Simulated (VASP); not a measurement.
Input of a VASP 6.6.1 run:

The input INCAR:

```
SYSTEM = TiC
ALGO     = Normal         ! electronic algorithm
EDIFF    = 1E-7           ! SCF threshold, eV
ENCUT    = 520            ! plane-wave cutoff, eV
GGA      = PS             ! functional
ISIF     = 2              ! what is computed and relaxed
ISMEAR   = 0              ! smearing method
LASPH    = .True.         ! aspherical terms in the spheres
LCHARG   = .True.         ! write CHGCAR
LELF     = .True.         ! ELF
LREAL    = .False.        ! projectors in reciprocal space
LVHAR    = .True.       
LWAVE    = .False.        ! write WAVECAR
NBANDS   = 15             ! bands
NELM     = 80             ! most SCF steps
PREC     = Accurate       ! precision mode
SIGMA    = 0.15           ! smearing width, eV
```

KPOINTS

```
k-points
0
Gamma
  18 18 18
  0 0 0
```

The input POSCAR:

```
TiC
1.0
    0.0000000000      2.2289200000      2.2289200000
    2.2289200000      0.0000000000      2.2289200000
    2.2289200000      2.2289200000      0.0000000000
Ti C
1 1
Direct
    0.0000000000      0.0000000000      0.0000000000
    0.5000000000      0.5000000000      0.5000000000
```

Potentials or basis: VASP PAW PBE potentials, release 64 (Ti_sv, C).

Launch:

```sh
$ cat potpaw_PBE.64/Ti_sv/POTCAR potpaw_PBE.64/C/POTCAR > POTCAR
$ mpirun -np 1 vasp_std > vasp.out
```

(1) Predict the pressure.

(2) Estimate the band gap on the k mesh.

## Answers

(1) -23.7 GPa.

(2) zero (bands 8 and 9 overlap by 1.02 eV).

Caveat: the cell differs from its parent crystal (strain +0.030 along x and y, +0.030 along z); the cell stands under tension; the PAW data sets were made with another functional, which shifts forces and pressure a little.
